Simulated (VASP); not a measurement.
# Si (P6_3/mmc) in VASP: notebook, part 2 of 2

VASP 6.6.1. The steps go on from the part before.

**3. Single point, PBE**

This run uses another cell than the first one, of the same volume but with other edges.

INCAR

```
SYSTEM = Si
  ALGO = Normal
  EDIFF = 1E-6
  ENCUT = 520
  GGA = PE
  ISIF = 2
  ISMEAR = 0
  LASPH = .TRUE.
  LCHARG = .FALSE.
  LREAL = .FALSE.
  LWAVE = .FALSE.
  NBANDS = 16
  NELM = 60
  PREC = Accurate
  SIGMA = 0.05
```

KPOINTS

```
k-points
0
G
  12 12 6
  0 0 0
```

POSCAR

```
Si
1.0
    4.0341116679      0.0000000000      0.0000000000
   -2.0170558339      3.4936431861      0.0000000000
    0.0000000000      0.0000000000      5.8002457560
Si
4
Direct
    0.3333333333      0.6666666667      0.0487915372
    0.6666666667      0.3333333333      0.5487915372
    0.3333333333      0.6666666667      0.4512084628
    0.6666666667      0.3333333333      0.9512084628
```

Potentials or basis: VASP PAW PBE potentials, release 64 (Si).

Started as:

```
$ cat potpaw_PBE.64/Si/POTCAR > POTCAR
$ mpirun -np 1 vasp_std > vasp.out
```

OUTCAR:

```text
SYSTEM = Si
   EDIFF = 1E-6
   ENCUT = 520
   GGA = PE
   ISIF = 2
   ISMEAR = 0
   LASPH = .TRUE.
   LREAL = .FALSE.
   NELM = 60
   PREC = Accurate

 ion  position               nearest neighbor table
   1  0.333  0.667  0.049-   3 2.33   4 2.40   4 2.40   4 2.40
   2  0.667  0.333  0.549-   4 2.33   3 2.40   3 2.40   3 2.40
   3  0.333  0.667  0.451-   1 2.33   2 2.40   2 2.40   2 2.40
   4  0.667  0.333  0.951-   2 2.33   1 2.40   1 2.40   1 2.40

  LATTYP: Found a hexagonal cell.
 ALAT       =     4.0341116679
 C/A-ratio  =     1.4378000000

  Lattice vectors:

 A1 = (   4.0341116679,   0.0000000000,   0.0000000000)
 A2 = (  -2.0170558339,   3.4936431861,   0.0000000000)
 A3 = (   0.0000000000,   0.0000000000,   5.8002457560)

Analysis of symmetry for initial positions (statically):
=====================================================================
 Subroutine PRICEL returns:
 Original cell was already a primitive cell.

 Routine SETGRP: Setting up the symmetry group for a
 hexagonal supercell.

 Subroutine GETGRP returns: Found 24 space group operations
 (whereof 12 operations were pure point group operations)
 out of a pool of 24 trial point group operations.

The static configuration has the point symmetry D_3d.
 The point group associated with its full space group is D_6h.

Analysis of symmetry for dynamics (positions and initial velocities):
=====================================================================
 Subroutine PRICEL returns:
 Original cell was already a primitive cell.

 Routine SETGRP: Setting up the symmetry group for a
 hexagonal supercell.

 Subroutine GETGRP returns: Found 24 space group operations
 (whereof 12 operations were pure point group operations)
 out of a pool of 24 trial point group operations.

The dynamic configuration has the point symmetry D_3d.
 The point group associated with its full space group is D_6h.

[... 117 lines left out ...]
   ISMEAR =     0;   SIGMA  =   0.05  broadening in eV -4-tet -1-fermi 0-gaus
   EFERMI_NEDOS =   21; number of points for ismear=-14 and -15
   IALGO  =     38    algorithm
   IMIX   =      4    mixing-type and parameters
     AMIX     =   0.40;   BMIX     =  1.00
     AMIX_MAG =   1.60;   BMIX_MAG =  1.00
  volume/ion in A,a.u.               =      20.44       137.91
  Fermi-wavevector in a.u.,A,eV,Ry     =   0.950511  1.796206 12.292475  0.903471
  Thomas-Fermi vector in A             =   2.078895
   LORBIT       =      0    0 simple, 1 ext, 2 COOP (PROOUT), +10 PAW based schemes
   GGA     = PE    functional components
   LHFCALC =     F    Hartree Fock is set to
   AEXX    =    0.0000 exact exchange contribution
   IVDW    =     0    specifies the selected vdW correction
   LEPSILON=     F    determine dielectric tensor
   LRPA    =     F    only Hartree local field effects (RPA)
 non-spin polarized calculation
 Gauss-broadening in eV      SIGMA  =   0.05
  energy-cutoff  :      520.00
  volume of cell :       81.75
 maximum number of plane-waves:      2228
 NGX is ok and might be reduce to    30

 number of electron      16.0000000 magnetization

 Free energy of the ion-electron system (eV)
  ---------------------------------------------------
  ext. energy  EPLUGINS =         0.00000000
  ---------------------------------------------------
  free energy    TOTEN  =       -21.09333505 eV

  energy without entropy =      -21.09243042  energy(sigma->0) =      -21.09288273

 E-fermi :   5.7042     XC(G=0):  -9.3274

 val. band max:        5.6713434821   @ k =   0.0833  -0.0000   0.0000
 cond. band min:       5.7195046604   @ k =   0.4167  -0.0000   0.1667
 fundamental gap:      0.0481611782
 Fermi energy:         5.7041780506

 k-point     1 :       0.0000    0.0000    0.0000
  band No.  band energies     occupation
      1      -6.2241      2.00000
      2      -3.2111      2.00000
      3      -0.8476      2.00000
      4       3.5810      2.00000
      5       3.5810      2.00000
      6       5.0349      2.00000
[... 433 lines left out ...]
      3      -1.2472      2.00000
      4       1.2758      2.00000
      5       1.5335      2.00000
      6       2.6218      2.00000
[... 8 lines left out ...]
     15      11.9506      0.00000
     16      12.9347      0.00000

 [... further k-points ...]
[... 5 lines left out ...]
  --------------------------------------------------------------------------------------
  -------------------------------------------------------------------------------------
  Total       -3.3461583     -3.3461583      6.4725755     -0.0000000      0.0000000     -0.0000000
  in kB      -65.5819318    -65.5819318    126.8571209     -0.0000000      0.0000000     -0.0000000
  external PRESSURE =      -1.4355809 kB  Pullay stress =       0.0000000 kB

 VOLUME and BASIS-vectors are now :
 -----------------------------------------------------------------------------
  energy-cutoff  :      520.00
  volume of cell :       81.75
      direct lattice vectors                 reciprocal lattice vectors
     4.034111668  0.000000000  0.000000000     0.247886048  0.143117077  0.000000000
    -2.017055834  3.493643186  0.000000000     0.000000000  0.286234153  0.000000000
     0.000000000  0.000000000  5.800245756     0.000000000  0.000000000  0.172406488

 POSITION                                       TOTAL-FORCE (eV/Angst)
 -----------------------------------------------------------------------------------
     -0.00000      2.32910      0.28300         0.000000      0.000000      0.347736
      2.01706      1.16455      3.18313        -0.000000      0.000000      0.347736
     -0.00000      2.32910      2.61712         0.000000      0.000000     -0.347736
      2.01706      1.16455      5.51724        -0.000000     -0.000000     -0.347736
 -----------------------------------------------------------------------------------
    total drift:                               -0.000000      0.000000     -0.000000

  FREE ENERGIE OF THE ION-ELECTRON SYSTEM (eV)
  ---------------------------------------------------
  free  energy   TOTEN  =       -21.0933350459 eV

  energy  without entropy=      -21.0924304154  energy(sigma->0) =      -21.09288273
```

OSZICAR:

```text
N       E                     dE             d eps       ncg     rms          rms(c)
DAV:   1     0.265406559718E+02    0.26541E+02   -0.59156E+03  2432   0.816E+02
DAV:   2    -0.196743467675E+02   -0.46215E+02   -0.41832E+02  3312   0.121E+02
DAV:   3    -0.214745727819E+02   -0.18002E+01   -0.17822E+01  3312   0.225E+01
DAV:   4    -0.214965602448E+02   -0.21987E-01   -0.21982E-01  3024   0.316E+00
DAV:   5    -0.214969723367E+02   -0.41209E-03   -0.41205E-03  3320   0.409E-01    0.664E+00
DAV:   6    -0.212040904802E+02    0.29288E+00   -0.14109E-01  3032   0.188E+00    0.398E+00
DAV:   7    -0.210920585395E+02    0.11203E+00   -0.25158E-01  3088   0.249E+00    0.375E-01
DAV:   8    -0.210928436561E+02   -0.78512E-03   -0.30872E-02  2968   0.986E-01    0.224E-01
DAV:   9    -0.210930865645E+02   -0.24291E-03   -0.19167E-03  3176   0.261E-01    0.125E-01
DAV:  10    -0.210932884573E+02   -0.20189E-03   -0.57681E-04  2952   0.127E-01    0.302E-02
DAV:  11    -0.210933278772E+02   -0.39420E-04   -0.11000E-04  3320   0.547E-02    0.255E-02
DAV:  12    -0.210933305114E+02   -0.26342E-05   -0.77558E-06  2944   0.155E-02    0.168E-02
DAV:  13    -0.210933348887E+02   -0.43773E-05   -0.86980E-06  2936   0.150E-02    0.223E-03
DAV:  14    -0.210933350459E+02   -0.15719E-06   -0.52831E-07  2376   0.396E-03
   1 F= -.21093335E+02 E0= -.21092883E+02  d E =-.904631E-03
```

stdout:

```text
POSCAR found type information on POSCAR Si
 POSCAR found :  1 types and       4 ions
 scaLAPACK will be used
 LDA part: xc-table for (Slater+PW92), standard interpolation
 POSCAR, INCAR and KPOINTS ok, starting setup
 FFT: planning ... GRIDC
 FFT: planning ... GRID_SOFT
 FFT: planning ... GRID
 WAVECAR not read
 entering main loop
```

Run time: 2.6 min. Hardware: 1 thread of Intel Xeon 8259CL, shared host; peak memory 0.23 GiB.

What came out:

```
Free energy            : -21.0933 eV
Pressure               : -0.1 GPa
Largest force          : 0.348 eV/Å
Band gap on the k mesh : zero (bands 8 and 9 overlap by 0.28 eV)
```

Forces on the atoms (eV/Å):
```
Si   0.000  0.000  0.348
Si   0.000  0.000  0.348
Si   0.000  0.000 -0.348
Si   0.000  0.000 -0.348
```

Caveat: the stress differs along the axes, from -7 to 13 GPa; semilocal functionals underestimate gaps, and a narrow one can read as zero.

**4. Single point, PBE**

This run uses another cell than the first one, of the same volume but with other edges.

INCAR

```
SYSTEM = Si
  ALGO = Normal
  EDIFF = 1E-6
  ENCUT = 520
  GGA = PE
  ISIF = 2
  ISMEAR = 0
  LASPH = .True.
  LCHARG = .False.
  LREAL = .False.
  LWAVE = .False.
  NBANDS = 16
  NELM = 80
  PREC = Accurate
  SIGMA = 0.05
```

KPOINTS

```
k-points
0
Gamma
  12 12 6
  0 0 0
```

POSCAR

```
Si
1.0
    3.8182503661      0.0000000000      0.0000000000
   -1.9091251831      3.3067018151      0.0000000000
    0.0000000000      0.0000000000      6.4746071459
Si
4
Direct
    0.3333333333      0.6666666667      0.0864996323
    0.6666666667      0.3333333333      0.5864996323
    0.3333333333      0.6666666667      0.4135003677
    0.6666666667      0.3333333333      0.9135003677
```

Started as:

```
$ cat potpaw_PBE.64/Si/POTCAR > POTCAR
$ mpirun -np 1 vasp_std > vasp.out
```

Wall time 98 s (1 thread of Intel Xeon 8259CL, shared host); peak memory 0.22 GiB.

The run converged. Its results:

* Free energy: -20.3755 eV
* Pressure: 2.1 GPa
* Largest force: 4.828 eV/Å
* Band gap on the k mesh: zero (bands 8 and 9 overlap by 1.09 eV)

Forces on the atoms (eV/Å):
```
Si   0.000  0.000 -4.828
Si   0.000  0.000 -4.828
Si   0.000  0.000  4.828
Si   0.000  0.000  4.828
```

Stress tensor (GPa, compression positive):
```
-4.11  0.00  0.00
 0.00 -4.11  0.00
 0.00  0.00 14.63
```

Levels at points of the mesh, in eV from the Fermi level:
```csv
k point,band 5,band 6,band 7,band 8,band 9,band 10,band 11,band 12
"(0.00, 0.00, 0.00)",-1.43,-1.43,0.60,0.60,1.31,1.31,1.40,2.00
"(0.50, 0.00, 0.00)",-5.47,-4.05,-2.98,-0.93,0.57,1.29,1.61,2.37
"(0.00, 0.00, 0.50)",-0.78,-0.78,-0.78,-0.78,2.17,2.17,2.88,2.88
"(0.50, 0.00, 0.50)",-3.34,-3.34,-2.27,-2.27,0.13,0.13,1.86,1.86
```

Caveat: the stress differs along the axes, from -4 to 15 GPa; forces of over 1 eV/Å act on the atoms, so gaps and moduli don't describe the material at rest.

**5. Single point, PBE**

This run uses another cell than the first one, of the same volume but with other edges.

INCAR

```
SYSTEM = Si
  PREC = Accurate
  ENCUT = 520
  EDIFF = 1E-6
  ISMEAR = 0
  SIGMA = 0.05
  LREAL = .False.
  LASPH = .True.
  NELM = 60
  ALGO = Normal
  ISIF = 2
  LWAVE = .False.
  LCHARG = .True.
  GGA = PE
  LELF = .True.
  LVHAR = .True.
  NBANDS = 16
```

KPOINTS

```
regular mesh
0
Gamma
  12 12 6
  0 0 0
```

POSCAR

```
Si
1.0
    3.9567452140      0.0000000000      0.0000000000
   -1.9783726070      3.4266418716      0.0000000000
    0.0000000000      0.0000000000      6.0292883571
Si
4
Direct
    0.3333333333      0.6666666667      0.0487915372
    0.6666666667      0.3333333333      0.5487915372
    0.3333333333      0.6666666667      0.4512084628
    0.6666666667      0.3333333333      0.9512084628
```

Potentials or basis: VASP PAW PBE potentials, release 64 (Si).

Started as:

```
$ cat potpaw_PBE.64/Si/POTCAR > POTCAR
$ mpirun -np 1 vasp_std > vasp.out
```

OUTCAR:

```text
SYSTEM = Si
   PREC = Accurate
   ENCUT = 520
   EDIFF = 1E-6
   ISMEAR = 0
   LREAL = .False.
   LASPH = .True.
   NELM = 60
   ISIF = 2
   GGA = PE

 ion  position               nearest neighbor table
   1  0.333  0.667  0.049-   4 2.36   4 2.36   4 2.36   3 2.43
   2  0.667  0.333  0.549-   3 2.36   3 2.36   3 2.36   4 2.43
   3  0.333  0.667  0.451-   2 2.36   2 2.36   2 2.36   1 2.43
   4  0.667  0.333  0.951-   1 2.36   1 2.36   1 2.36   2 2.43

  LATTYP: Found a hexagonal cell.
 ALAT       =     3.9567452140
 C/A-ratio  =     1.5238000000

  Lattice vectors:

 A1 = (   3.9567452140,   0.0000000000,   0.0000000000)
 A2 = (  -1.9783726070,   3.4266418716,   0.0000000000)
 A3 = (   0.0000000000,   0.0000000000,   6.0292883571)

Analysis of symmetry for initial positions (statically):
=====================================================================
 Subroutine PRICEL returns:
 Original cell was already a primitive cell.

 Routine SETGRP: Setting up the symmetry group for a
 hexagonal supercell.

 Subroutine GETGRP returns: Found 24 space group operations
 (whereof 12 operations were pure point group operations)
 out of a pool of 24 trial point group operations.

The static configuration has the point symmetry D_3d.
 The point group associated with its full space group is D_6h.

Analysis of symmetry for dynamics (positions and initial velocities):
=====================================================================
 Subroutine PRICEL returns:
 Original cell was already a primitive cell.

 Routine SETGRP: Setting up the symmetry group for a
 hexagonal supercell.

 Subroutine GETGRP returns: Found 24 space group operations
 (whereof 12 operations were pure point group operations)
 out of a pool of 24 trial point group operations.

The dynamic configuration has the point symmetry D_3d.
 The point group associated with its full space group is D_6h.

[... 117 lines left out ...]
   ISMEAR =     0;   SIGMA  =   0.05  broadening in eV -4-tet -1-fermi 0-gaus
   EFERMI_NEDOS =   21; number of points for ismear=-14 and -15
   IALGO  =     38    algorithm
   IMIX   =      4    mixing-type and parameters
     AMIX     =   0.40;   BMIX     =  1.00
     AMIX_MAG =   1.60;   BMIX_MAG =  1.00
  volume/ion in A,a.u.               =      20.44       137.91
  Fermi-wavevector in a.u.,A,eV,Ry     =   0.950511  1.796206 12.292475  0.903471
  Thomas-Fermi vector in A             =   2.078895
   LORBIT       =      0    0 simple, 1 ext, 2 COOP (PROOUT), +10 PAW based schemes
   GGA     = PE    functional components
   LHFCALC =     F    Hartree Fock is set to
   AEXX    =    0.0000 exact exchange contribution
   IVDW    =     0    specifies the selected vdW correction
   LEPSILON=     F    determine dielectric tensor
   LRPA    =     F    only Hartree local field effects (RPA)
 non-spin polarized calculation
 Gauss-broadening in eV      SIGMA  =   0.05
  energy-cutoff  :      520.00
  volume of cell :       81.75
 maximum number of plane-waves:      2243
 NGX is ok and might be reduce to    30

 number of electron      15.9999998 magnetization

 Free energy of the ion-electron system (eV)
  ---------------------------------------------------
  ext. energy  EPLUGINS =         0.00000000
  ---------------------------------------------------
  free energy    TOTEN  =       -21.34937867 eV

  energy without entropy =      -21.34881314  energy(sigma->0) =      -21.34909590

 E-fermi :   5.8554     XC(G=0):  -9.3269

 val. band max:        5.8454926283   @ k =   0.4167  -0.0000   0.0000
 cond. band min:       5.8658665538   @ k =   0.5000  -0.0000   0.1667
 fundamental gap:      0.0203739255
 Fermi energy:         5.8553943168

 k-point     1 :       0.0000    0.0000    0.0000
  band No.  band energies     occupation
      1      -6.2164      2.00000
      2      -3.6821      2.00000
      3      -0.7243      2.00000
      4       3.8222      2.00000
      5       3.8222      2.00000
      6       5.5147      2.00000
[... 433 lines left out ...]
      3      -1.1063      2.00000
      4       1.1320      2.00000
      5       1.4905      2.00000
      6       2.7831      2.00000
[... 8 lines left out ...]
     15      12.2453      0.00000
     16      12.7950      0.00000

 [... further k-points ...]
[... 5 lines left out ...]
  --------------------------------------------------------------------------------------
  -------------------------------------------------------------------------------------
  Total       -1.3476115     -1.3476115      2.1276295      0.0000000     -0.0000000      0.0000000
  in kB      -26.4120689    -26.4120689     41.6997764      0.0000000     -0.0000000      0.0000000
  external PRESSURE =      -3.7081205 kB  Pullay stress =       0.0000000 kB

 VOLUME and BASIS-vectors are now :
 -----------------------------------------------------------------------------
  energy-cutoff  :      520.00
  volume of cell :       81.75
      direct lattice vectors                 reciprocal lattice vectors
     3.956745214  0.000000000  0.000000000     0.252732978  0.145915453  0.000000000
    -1.978372607  3.426641872  0.000000000     0.000000000  0.291830905  0.000000000
     0.000000000  0.000000000  6.029288357     0.000000000  0.000000000  0.165857053

 POSITION                                       TOTAL-FORCE (eV/Angst)
 -----------------------------------------------------------------------------------
     -0.00000      2.28443      0.29418        -0.000000      0.000000      1.061807
      1.97837      1.14221      3.30882         0.000000     -0.000000      1.061807
     -0.00000      2.28443      2.72047        -0.000000      0.000000     -1.061807
      1.97837      1.14221      5.73511         0.000000     -0.000000     -1.061807
 -----------------------------------------------------------------------------------
    total drift:                               -0.000000      0.000000     -0.000000

  FREE ENERGIE OF THE ION-ELECTRON SYSTEM (eV)
  ---------------------------------------------------
  free  energy   TOTEN  =       -21.3493786676 eV

  energy  without entropy=      -21.3488131393  energy(sigma->0) =      -21.34909590
```

Run time: 2.2 min. Hardware: 1 thread of Intel Xeon 8259CL, shared host; peak memory 0.23 GiB.

What came out:

```yaml
Free_energy: -21.3494 eV
Pressure: -0.4 GPa
Largest_force: 1.062 eV/Å
Band_gap_on_the_k_mesh: zero (bands 8 and 9 overlap by 0.43 eV)
```

Forces on the atoms (eV/Å):
```
Si   0.000  0.000  1.062
Si   0.000  0.000  1.062
Si   0.000  0.000 -1.062
Si   0.000  0.000 -1.062
```

Levels at points of the mesh, in eV from the Fermi level:
```csv
k point,band 5,band 6,band 7,band 8,band 9,band 10,band 11,band 12
"(0.00, 0.00, 0.00)",-2.03,-0.34,-0.34,-0.18,0.63,1.75,1.75,2.79
"(0.50, 0.00, 0.00)",-4.32,-3.40,-2.60,-1.59,-0.10,2.27,3.43,3.93
"(0.00, 0.00, 0.50)",-1.37,-1.37,-1.37,-1.37,0.83,0.83,2.69,2.69
"(0.50, 0.00, 0.50)",-2.69,-2.69,-1.74,-1.74,0.85,0.85,1.89,1.89
```

Caveat: the stress differs along the axes, from -3 to 4 GPa; semilocal functionals underestimate gaps, and a narrow one can read as zero; forces of over 1 eV/Å act on the atoms, so gaps and moduli don't describe the material at rest.

**6. The runs side by side**

| cell | gap on the mesh (eV) | pressure (GPa) | largest force (eV/Å) |
| --- | --- | --- | --- |
| a = 3.697, b = 3.697, c = 6.905 Å, angles 90.0, 90.0, 120.0°, 4 atoms, atomic positions A | none | -1.4 | 1.31 |
| a = 4.034, b = 4.034, c = 5.800 Å, angles 90.0, 90.0, 120.0°, 4 atoms, atomic positions B | none | -0.1 | 0.35 |
| a = 3.818, b = 3.818, c = 6.475 Å, angles 90.0, 90.0, 120.0°, 4 atoms, atomic positions C | none | 2.1 | 4.83 |
| a = 3.957, b = 3.957, c = 6.029 Å, angles 90.0, 90.0, 120.0°, 4 atoms, atomic positions B | none | -0.4 | 1.06 |

Alike in all rows: task single point; level PBE; potentials or basis VASP PAW PBE potentials, release 64 (Si); no spin polarisation; k mesh 12 × 12 × 6; cutoff (eV) 520; smearing gaussian 0.05 eV.

Caveats: semilocal functionals underestimate gaps, and a narrow one can read as zero (at least some runs); forces of over 1 eV/Å act on the atoms, so gaps and moduli don't describe the material at rest (at least some runs); the stress differs along the axes, from -12 to 4 GPa (at least some runs); the stress differs along the axes, from -7 to 13 GPa (at least some runs); the stress differs along the axes, from -4 to 15 GPa (at least some runs); the stress differs along the axes, from -3 to 4 GPa (at least some runs).

Total energies depend on the potentials used, so only differences within one code and one set of settings carry meaning.

The gap in the log of VASP goes by the Fermi energy; the results here count the filled bands.